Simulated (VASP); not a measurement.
A run of VASP 6.6.1 is set up as follows.

File INCAR:

```
SYSTEM = BeB2
PREC     = Accurate       ! precision mode
ENCUT    = 520            ! plane-wave cutoff, eV
EDIFF    = 1E-6           ! SCF threshold, eV
ISMEAR   = -1             ! smearing method
SIGMA    = 0.15           ! smearing width, eV
LREAL    = .False.        ! projectors in reciprocal space
LASPH    = .True.         ! aspherical terms in the spheres
NELM     = 80             ! most SCF steps
ALGO     = Normal         ! electronic algorithm
ISIF     = 2              ! what is computed and relaxed
LWAVE    = .False.        ! write WAVECAR
LCHARG   = .True.         ! write CHGCAR
GGA      = CA             ! functional
LELF     = .True.         ! ELF
LVHAR    = .True.       
NBANDS   = 11             ! bands
```

The input KPOINTS:

```
Automatic mesh
0
Gamma
  9 9 8
  0 0 0.5
```

The input POSCAR:

```
BeB2
1.0
    2.8950974332     -0.0000000029      0.0000000000
   -1.4475487141      2.5072279250      0.0000000000
    0.0000000000      0.0000000000      2.8366592950
Be B
1 2
Direct
    0.0000000000      0.0000000000      0.0000000000
    0.3333333333      0.6666666667      0.5000000000
    0.6666666667      0.3333333333      0.5000000000
```

Potentials or basis: VASP PAW LDA potentials, release 64 (Be, B).

The run is started by

```sh
$ cat potpaw_LDA.64/Be/POTCAR potpaw_LDA.64/B/POTCAR > POTCAR
$ mpirun -np 1 vasp_std > vasp.out
```

Problem. Predict the band gap on the k mesh.

Solution. Zero (band 4 reaches 10.92 eV, above the bottom of band 5 at 3.79 eV).

Problem. Predict the pressure.

Solution. 0.4 GPa.

Stress tensor (GPa, compression positive):
```
0.45 0.00 0.00
0.00 0.45 0.00
0.00 0.00 0.21
```
